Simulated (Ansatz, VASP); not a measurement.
## ZnSe in VASP and in Ansatz

Contents of INCAR:

```
SYSTEM = ZnSe
PREC = Accurate
ENCUT = 520
EDIFF = 1E-7
ISMEAR = 0
SIGMA = 0.05
LREAL = .False.
LASPH = .True.
NELM = 60
ALGO = Normal
ISIF = 2
LWAVE = .False.
LCHARG = .True.
LELF = .True.
LVHAR = .True.
NBANDS = 16
```

KPOINTS

```
regular mesh
0
Gamma
  10 10 10
  0 0 0
```

File POSCAR:

```
ZnSe
1.0
    0.0000000000      2.6667078986      3.2000494784
    2.6667078986      0.0000000000      3.2000494784
    2.6667078986      2.6667078986      0.0000000000
Zn Se
1 1
Direct
    0.0000000000      0.0000000000      0.0000000000
    0.7500000000      0.7500000000      0.7500000000
```

Input for Ansatz:

```yaml
crystal:
  lattice:
    - [0.0, 2.6667078986, 3.2000494784]
    - [2.6667078986, 0.0, 3.2000494784]
    - [2.6667078986, 2.6667078986, 0.0]
  atoms:
    - { symbol: Zn, position: [0.0, 0.0, 0.0] }
    - { symbol: Se, position: [0.75, 0.75, 0.75] }
basis:
  ecutwfc: 420
kpoints:
  mp_grid: { grid: [10, 10, 10] }
hamiltonian:
  xc: lda
scf:
  occupations: { method: gaussian, width: 0.05 }
output:
  forces: true
  stress: true
  eigenvalues: true
```

Alike in both runs: task single point; functional LDA; k mesh 10 × 10 × 10; occupations gaussian, width 0.05 eV; no spin polarisation.

|  | VASP | Ansatz |
| --- | --- | --- |
| version | VASP 6.6.1 | Ansatz 0.2.0 |
| potentials or method | VASP PAW LDA potentials, release 64 (Zn, Se), cutoff 520 eV | scalar-relativistic, plane waves, PAW |
| valence electrons in the cell | 18 | 28 |

```tsv
	VASP	Ansatz	Ansatz less VASP
gap on the k mesh at the Fermi level (eV)	0.58	0.55	-0.035
least direct gap on the mesh (eV)	0.58	0.55	-0.035
pressure (GPa)	-3.6	-3.9	-0.28
traceless stress, the component that is largest in VASP (GPa)	-6.37	-6.40	-0.033
```

LDA's correlation is that of Perdew and Zunger in VASP and of Perdew and Wang (1992) in Ansatz. VASP's potentials hold 18 valence electrons a cell and Ansatz's 28, so a difference there can come from the potentials and not from the codes.
